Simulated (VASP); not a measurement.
Crystal: ZrAg3.

```
Zr Ag
1.0
     4.27264    0.00000    0.00000
     0.00000    4.27264    0.00000
     0.00000    0.00000    4.27264
Zr Ag
1 3
Direct
  0.00000 0.00000 0.00000
  0.00000 0.50000 0.50000
  0.50000 0.50000 0.00000
  0.50000 0.00000 0.50000
```

Base run:

```yaml
Program: VASP 6.6.1
Functional: PBE
Potentials_or_basis: VASP PAW PBE potentials, release 64 (Zr_sv, Ag)
Cutoff: 520 eV
k_mesh: 8 × 8 × 8
Occupations: gaussian, width 0.05 eV
Spin: no spin polarisation
```

Its results: band gap on the k mesh zero (an odd number of electrons rules out a gap without spin polarisation); pressure 0.0 GPa.

**Question.** After a change of settings the same cell gave: band gap on the k mesh zero (an odd number of electrons rules out a gap without spin polarisation); pressure -5.6 GPa. Which change was it?
A. occupations from gaussian, width 0.05 eV to methfessel-paxton, width 0.01 eV; further incar settings from ALGO = Normal; EDIFF = 1e-06; NBANDS = 30 to ALGO = Normal; EDIFF = 1e-07; NBANDS = 30
B. further incar settings from ALGO = Normal; EDIFF = 1e-06; NBANDS = 30 to ALGO = Normal; EDIFF = 1e-07; NBANDS = 30
C. functional from PBE to PBEsol; further incar settings from ALGO = Normal; EDIFF = 1e-06; NBANDS = 30 to ALGO = Fast; EDIFF = 1e-06; NBANDS = 30

**Answer.** C.

Caveats: the cell stands under tension (at least some runs); the PAW data sets were made with another functional, which shifts forces and pressure a little (at least some runs).
